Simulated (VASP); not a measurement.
# TiO2 (I4_1/amd) in VASP: single point with PBEsol

Aim: the single point of TiO2 with PBEsol.

Program: VASP 6.6.1. These are calculated values, not measurements. Logs are shortened: lines on timing, memory, paths and dates and some standing lists are left out, and cuts for length are marked.

## (1) The cell of the first run

The structure is tetragonal, space group I4_1/amd (No. 141). The conventional cell has a = 3.778 Å, b = 3.778 Å, c = 9.584 Å, α = 90.00°, β = 90.00°, γ = 90.00°. Within 2.6 Å of Ti (site symmetry -4m2) lie 6 O at 1.93 to 1.99 Å. O (site symmetry 2mm) has 3 Ti at 1.93 to 1.99 Å and 2 O at 2.46 Å within 2.6 Å.

## (2) Single point, PBEsol

File INCAR:

```
ALGO     = Normal         # electronic algorithm
EDIFF    = 1E-6           # SCF threshold, eV
ENCUT    = 520            # plane-wave cutoff, eV
GGA      = PS             # functional
ISIF     = 2              # what is computed and relaxed
ISMEAR   = 0              # smearing method
LASPH    = T              # aspherical terms in the spheres
LCHARG   = T              # write CHGCAR
LELF     = T              # ELF
LREAL    = F              # projectors in reciprocal space
LVHAR    = T            
LWAVE    = F              # write WAVECAR
NBANDS   = 33             # bands
NELM     = 100            # most SCF steps
PREC     = Accurate       # precision mode
SIGMA    = 0.01           # smearing width, eV
```

File KPOINTS:

```
k-points
0
Gamma
  4 4 4
```

File POSCAR:

```
TiO2
1.0
    2.6712058798     -2.6712807098     -0.0199768479
    2.6712058798      2.6712807098     -0.0199768479
   -2.6352899486      0.0000000000      4.8119333815
Ti O
2 4
Direct
    0.1250075032      0.8749924968      0.2500000000
    0.8749924968      0.1250075032      0.7500000000
    0.3322533869      0.0822599343      0.6645088159
    0.6677466131      0.9177400657      0.3354911841
    0.9177400657      0.6677466131      0.8354911841
    0.0822599343      0.3322533869      0.1645088159
```

Potentials or basis: VASP PAW PBE potentials, release 64 (Ti_sv, O).

Started as:

```console
> cat potpaw_PBE.64/Ti_sv/POTCAR potpaw_PBE.64/O/POTCAR > POTCAR
> mpirun -np 1 vasp_std > vasp.out
```

OUTCAR:

```text
EDIFF = 1E-6
   ENCUT = 520
   GGA = PS
   ISIF = 2
   ISMEAR = 0
   LASPH = T
   LREAL = F
   NELM = 100
   PREC = Accurate

 ion  position               nearest neighbor table
   1  0.125  0.875  0.250-   4 1.93   6 1.93   6 1.93   4 1.93   3 1.99   5 1.99
   2  0.875  0.125  0.750-   5 1.93   3 1.93   5 1.93   3 1.93   6 1.99   4 1.99
   3  0.332  0.082  0.665-   2 1.93   2 1.93   1 1.99
   4  0.668  0.918  0.335-   1 1.93   1 1.93   2 1.99
   5  0.918  0.668  0.835-   2 1.93   2 1.93   1 1.99
   6  0.082  0.332  0.165-   1 1.93   1 1.93   2 1.99

  LATTYP: Found a body centered tetragonal cell.
 ALAT       =     3.7777613156
 C/A-ratio  =     2.5370004758

  Lattice vectors:

 A1 = (  -0.0359159312,  -2.6712807098,  -4.7919565336)
 A2 = (  -0.0359159312,   2.6712807098,  -4.7919565336)
 A3 = (   2.7071218110,   0.0000000000,   4.7719796857)

Analysis of symmetry for initial positions (statically):
=====================================================================
 Subroutine PRICEL returns:
 Original cell was already a primitive cell.

 Routine SETGRP: Setting up the symmetry group for a
 body centered tetragonal supercell.

 Subroutine GETGRP returns: Found  4 space group operations
 (whereof  2 operations were pure point group operations)
 out of a pool of 16 trial point group operations.

The static configuration has the point symmetry S_2 .
 The point group associated with its full space group is C_2h.

Analysis of symmetry for dynamics (positions and initial velocities):
=====================================================================
 Subroutine PRICEL returns:
 Original cell was already a primitive cell.

 Routine SETGRP: Setting up the symmetry group for a
 body centered tetragonal supercell.

 Subroutine GETGRP returns: Found  4 space group operations
 (whereof  2 operations were pure point group operations)
 out of a pool of 16 trial point group operations.

The dynamic configuration has the point symmetry S_2 .
 The point group associated with its full space group is C_2h.

 Subroutine INISYM returns: Found  4 space group operations
 (whereof  2 operations are pure point group operations),
 and found     1 'primitive' translations

----------------------------------------------------------------------------------------

                                     Primitive cell

  volume of cell :      68.3902
[... 96 lines left out ...]
   EDIFF  = 0.1E-05   stopping-criterion for ELM
   LREAL  =      F    real-space projection
   EDIFFG = 0.1E-04   stopping-criterion for IOM
   NSW    =      0    number of steps for IOM
   IBRION =     -1    ionic relax: 0-MD 1-quasi-New 2-CG
   NFREE  =      0    steps in history (QN), initial steepest desc. (CG)
   ISIF   =      2    stress and relaxation
   ISYM   =      2    0-nonsym 1-usesym 2-fastsym
   POTIM  = 0.5000    time-step for ionic-motion
   TEBEG  =    0.0;   TEEND  =   0.0 temperature during run
   PSTRESS=    0.0 pullay stress
   NELECT =      48.0000    total number of electrons
   NUPDOWN=      -1.0000    fix difference up-down
   EMIN   =  10.00;   EMAX   =-10.00  energy-range for DOS
   EFERMI =   0.00;   METHOD = LEGACY
   ISMEAR =     0;   SIGMA  =   0.01  broadening in eV -4-tet -1-fermi 0-gaus
   EFERMI_NEDOS =   21; number of points for ismear=-14 and -15
   IALGO  =     38    algorithm
   IMIX   =      4    mixing-type and parameters
     AMIX     =   0.40;   BMIX     =  1.00
     AMIX_MAG =   1.60;   BMIX_MAG =  1.00
  volume/ion in A,a.u.               =      11.40        76.92
  Fermi-wavevector in a.u.,A,eV,Ry     =   1.454869  2.749304 28.798686  2.116644
  Thomas-Fermi vector in A             =   2.571970
   LORBIT       =      0    0 simple, 1 ext, 2 COOP (PROOUT), +10 PAW based schemes
   GGA     = PS    functional components
   LHFCALC =     F    Hartree Fock is set to
   AEXX    =    0.0000 exact exchange contribution
   IVDW    =     0    specifies the selected vdW correction
   LEPSILON=     F    determine dielectric tensor
   LRPA    =     F    only Hartree local field effects (RPA)
 non-spin polarized calculation
 Gauss-broadening in eV      SIGMA  =   0.01
  energy-cutoff  :      520.00
  volume of cell :       68.39
 maximum number of plane-waves:      1858
   NGX = 15   NGY = 15   NGZ = 21

 number of electron      47.9999995 magnetization

 Free energy of the ion-electron system (eV)
  ---------------------------------------------------
  ext. energy  EPLUGINS =         0.00000000
  ---------------------------------------------------
  free energy    TOTEN  =       -56.21171230 eV

  energy without entropy =      -56.21171230  energy(sigma->0) =      -56.21171230

 E-fermi :   3.2667     XC(G=0): -10.9947

 val. band max:        3.1961110833   @ k =   0.5000   0.5000   0.0000
 cond. band min:       5.3216907533   @ k =   0.0000   0.0000   0.0000
 fundamental gap:      2.1255796700
 Fermi energy:         3.2667290352

 k-point     1 :       0.0000    0.0000    0.0000
  band No.  band energies     occupation
      1     -52.8884      2.00000
      2     -52.8284      2.00000
      3     -29.4688      2.00000
      4     -29.2276      2.00000
      5     -29.2276      2.00000
      6     -29.1568      2.00000
[... 853 lines left out ...]
     32       8.2262      0.00000
     33       9.0938      0.00000

------------------------ aborting loop because EDIFF is reached ----------------------------------------

  FORCE on cell =-STRESS in cart. coord.  units (eV):
  Direction    XX          YY          ZZ          XY          YZ          ZX
  --------------------------------------------------------------------------------------
  -------------------------------------------------------------------------------------
  Total       -0.3746575     -0.3747676     -0.3034335      0.0000000      0.0000000     -0.0000985
  in kB       -8.7770969     -8.7796774     -7.1085338      0.0000000      0.0000000     -0.0023085
  external PRESSURE =      -8.2217694 kB  Pullay stress =       0.0000000 kB

 VOLUME and BASIS-vectors are now :
 -----------------------------------------------------------------------------
  energy-cutoff  :      520.00
  volume of cell :       68.39
      direct lattice vectors                 reciprocal lattice vectors
     2.671205880 -2.671280710 -0.019976848     0.187951171 -0.187176135  0.102932812
     2.671205880  2.671280710 -0.019976848     0.187951171  0.187176135  0.102932812
    -2.635289949  0.000000000  4.811933382     0.001560567  0.000000000  0.208671332

 POSITION                                       TOTAL-FORCE (eV/Angst)
 -----------------------------------------------------------------------------------
      2.01238      2.00342      1.18301         0.000000      0.000099     -0.000000
      0.69474     -2.00342      3.58897         0.000000     -0.000099     -0.000000
     -0.64392     -0.66780      3.18929        -0.000028      0.000058      0.006575
      3.35104      0.66780      1.58269         0.000028     -0.000058     -0.006575
      2.03340     -0.66780      3.98865         0.000028      0.000058     -0.006575
      0.67372      0.66780      0.78332        -0.000028     -0.000058      0.006575
 -----------------------------------------------------------------------------------
    total drift:                                0.000000      0.000000      0.000000

  FREE ENERGIE OF THE ION-ELECTRON SYSTEM (eV)
  ---------------------------------------------------
  free  energy   TOTEN  =       -56.2117123019 eV

  energy  without entropy=      -56.2117123019  energy(sigma->0) =      -56.21171230
```

Run time: 43 s. Hardware: 1 thread of Intel Xeon 6975P-C (Granite Rapids), shared host; peak memory 0.19 GiB.

What came out:

```yaml
Free_energy: -56.2117 eV
Pressure: -0.8 GPa
Largest_force: 0.007 eV/Å
Band_gap_on_the_k_mesh: 2.13 eV, indirect (least direct gap 2.41 eV)
```

Forces in eV/Å, atoms in the order of the input:
```
Ti   0.000  0.000  0.000
Ti   0.000  0.000  0.000
O    0.000  0.000  0.007
O    0.000  0.000 -0.007
O    0.000  0.000 -0.007
O    0.000  0.000  0.007
```

Caveat: the k points lie up to 0.45 Å⁻¹ apart; the PAW data sets were made with another functional, which shifts forces and pressure a little.
